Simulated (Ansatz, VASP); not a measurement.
Two plane-wave programs on TiAl2

```
CELL_PARAMETERS angstrom
1.99480 -6.15702 0.00000
1.99480 6.15702 0.00000
0.00000 0.00000 4.07011
ATOMIC_POSITIONS crystal
Ti 0.65602 0.34398 0.00000
Ti 0.34398 0.65602 0.00000
Al 0.00000 0.00000 0.00000
Al 0.82673 0.17327 0.50000
Al 0.17327 0.82673 0.50000
Al 0.50000 0.50000 0.50000
```

Alike in both runs: functional r2SCAN; k mesh 8 × 8 × 8; occupations fermi-dirac, width 0.1 eV; no spin polarisation.

Ansatz relaxed the structure, and its values are those at the end. VASP's run is a single point on that final structure, the one shown.

|  | VASP | Ansatz |
| --- | --- | --- |
| version | VASP 6.6.1 | Ansatz 0.2.0 |
| potentials or method | VASP PAW PBE potentials, release 64 (Ti_sv, Al), cutoff 520 eV | PAW plane waves |
| valence electrons in the cell | 36 | 36 |

```csv
,VASP,Ansatz,Ansatz less VASP
pressure (GPa),-6.1,-6.1,+0.03
```

VASP's potentials were made for PBE, not for r2SCAN. With one functional, cell and mesh, what is left measures potentials, basis and numerics. Ansatz's warnings: stress scf threshold loose.
